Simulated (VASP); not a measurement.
SrPd:

```xyz
4
Lattice="2.1262 -5.6697 0.0000 2.1262 5.6697 0.0000 0.0000 0.0000 4.5218" Properties=species:S:1:pos:R:3 pbc="T T T"
Sr    2.1262   -4.0900    3.3914
Sr    2.1262    4.0900    1.1305
Pd    2.1262   -0.8005    3.3914
Pd    2.1262    0.8005    1.1305
```

Base run:

| Quantity | Value |
| --- | --- |
| Program | VASP 6.6.1 |
| Functional | r2SCAN |
| Potentials or basis | VASP PAW PBE potentials, release 64 (Sr_sv, Pd) |
| Cutoff | 520 eV |
| k mesh | 6 × 6 × 6 |
| Occupations | gaussian, width 0.1 eV |
| Spin | no spin polarisation |

Its results: pressure 0.0 GPa; largest force 0.035 eV/Å.

Problem. The run is repeated on the same cell with these changes: k mesh from 6 × 6 × 6 to 4 × 4 × 2. What comes out?

Solution. Pressure -0.4 GPa; largest force 0.100 eV/Å.

Caveats: some runs use coarse meshes; the PAW data sets were made with another functional, which shifts forces and pressure a little.
